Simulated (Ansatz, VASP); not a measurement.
# BN in VASP and in Ansatz

Contents of INCAR:

```
SYSTEM = BN
ALGO     = Normal         ! electronic algorithm
EDIFF    = 1E-7           ! SCF threshold, eV
EDIFFG   = -0.002         ! ionic threshold
ENCUT    = 520            ! plane-wave cutoff, eV
GGA      = PS             ! functional
IBRION   = 2              ! ionic algorithm
ISIF     = 2              ! what is computed and relaxed
ISMEAR   = 0              ! smearing method
LASPH    = .TRUE.         ! aspherical terms in the spheres
LCHARG   = .FALSE.        ! write CHGCAR
LREAL    = .FALSE.        ! projectors in reciprocal space
LWAVE    = .FALSE.        ! write WAVECAR
NELM     = 100            ! most SCF steps
NSW      = 60             ! ionic steps
PREC     = Accurate       ! precision mode
SIGMA    = 0.02           ! smearing width, eV
```

The input KPOINTS:

```
k-points
0
G
  9 9 6
  0 0 0
```

Contents of POSCAR:

```
BN
1.0
    2.5659661661      0.0000000000      0.0000000000
   -1.2829830830      2.2221918851      0.0000000000
    0.0000000000      0.0000000000      4.1976139640
B N
2 2
Direct
    0.3333333333      0.6666666667     -0.0003708269
    0.6666666667      0.3333333333      0.4996291731
    0.3333333333      0.6666666667      0.3743708269
    0.6666666667      0.3333333333      0.8743708269
```

Input for Ansatz:

```yaml
crystal:
  lattice:
    - [2.5659661661, 0.0, 0.0]
    - [-1.282983083, 2.2221918851, 0.0]
    - [0.0, 0.0, 4.197613964]
  atoms:
    - { symbol: B, position: [0.3333333333, 0.6666666667, -0.0003708269] }
    - { symbol: B, position: [0.6666666667, 0.3333333333, 0.4996291731] }
    - { symbol: "N", position: [0.3333333333, 0.6666666667, 0.3743708269] }
    - { symbol: "N", position: [0.6666666667, 0.3333333333, 0.8743708269] }
basis:
  ecutwfc: 600.0
kpoints:
  mp_grid: { grid: [9, 9, 6] }
hamiltonian:
  xc: pbesol
  pseudopotentials: { kind: paw, azcp: { folder: soft_1 } }
scf:
  occupations: { method: gaussian, width: 0.02 }
output:
  forces: true
  stress: true
  eigenvalues: true
relax:
  adjacent_minimum: "off"
  f_tol: 0.002
  max_steps: 40
```

Change from the starting cell: strained cell.

Alike in both runs: task relaxation of the atoms; functional PBEsol; k mesh 9 × 9 × 6; occupations gaussian, width 0.02 eV; no spin polarisation.

|  | VASP | Ansatz |
| --- | --- | --- |
| version | VASP 6.6.1 | Ansatz 0.2.0 |
| potentials or method | VASP PAW PBE potentials, release 64 (B, N), cutoff 520 eV | scalar-relativistic, plane waves, PAW |
| valence electrons in the cell | 16 | 16 |

|  | VASP | Ansatz | Ansatz less VASP |
| --- | --- | --- | --- |
| gap on the k mesh at the Fermi level, each at its own relaxed structure (eV) | 5.03 | 5.04 | +0.011 |

VASP's potentials were made for PBE, not for PBEsol, and Ansatz warns of the same on its side. Ansatz's warnings: stress scf threshold loose.

Noted on VASP's run: the relaxation stopped at its first step, so nothing moved.
